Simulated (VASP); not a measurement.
Wanted: the native input for a VASP 6.6.1 run.

- Task: single point
- Functional: LDA
- Potentials or basis: VASP PAW LDA potentials, release 64 (Os)
- Cutoff: 520 eV
- k mesh: 13 × 13 × 7
- Occupations: fermi-dirac, width 0.05 eV
- Spin: no spin polarisation
- Dipole correction: no
- Further INCAR settings: ALGO = Normal; EDIFF = 1e-06; NBANDS = 15

The structure of Os lies in POSCAR:

```
Os
1.0
    2.7305981567      0.0000000000      0.0000000000
   -1.3652990784      2.3647673712      0.0000000000
    0.0000000000      0.0000000000      4.4235690139
Os
2
Direct
    0.2533333333      0.6266666667      0.1900000000
    0.7466666667      0.3733333333      0.8100000000
```

This cell differs from its parent crystal: shortest bond scaled by 0.76.

The input as run:

INCAR

```
SYSTEM = Os
ALGO     = Normal         ! electronic algorithm
EDIFF    = 1E-6           ! SCF threshold, eV
ENCUT    = 520            ! plane-wave cutoff, eV
ISIF     = 2              ! what is computed and relaxed
ISMEAR   = -1             ! smearing method
LASPH    = .TRUE.         ! aspherical terms in the spheres
LCHARG   = .FALSE.        ! write CHGCAR
LREAL    = .FALSE.        ! projectors in reciprocal space
LWAVE    = .FALSE.        ! write WAVECAR
NBANDS   = 15             ! bands
NELM     = 100            ! most SCF steps
PREC     = Accurate       ! precision mode
SIGMA    = 0.05           ! smearing width, eV
```

KPOINTS

```
k-points
0
G
  13 13 7
  0 0 0
```

Potentials or basis: VASP PAW LDA potentials, release 64 (Os).

The run is started by

```sh
$ cat potpaw_LDA.64/Os/POTCAR > POTCAR
$ mpirun -np 1 vasp_std > vasp.out
```

Results of the run:

```json
{
 "Pressure": "60.9 GPa",
 "Largest force": "15.114 eV/Å",
 "Band gap on the k mesh": "zero (bands 8 and 9 overlap by 2.37 eV)"
}
```

Caveat: the cell differs from its parent crystal (shortest bond scaled by 0.76); the cell stands under pressure; spin-orbit coupling is left out, which moves the levels of the heavy elements; forces of over 1 eV/Å act on the atoms, so gaps and moduli don't describe the material at rest.

It took 40 s on 1 thread of Intel(R) Xeon(R) 6975P-C (Granite Rapids) (shared host), peak memory 0.22 GiB.
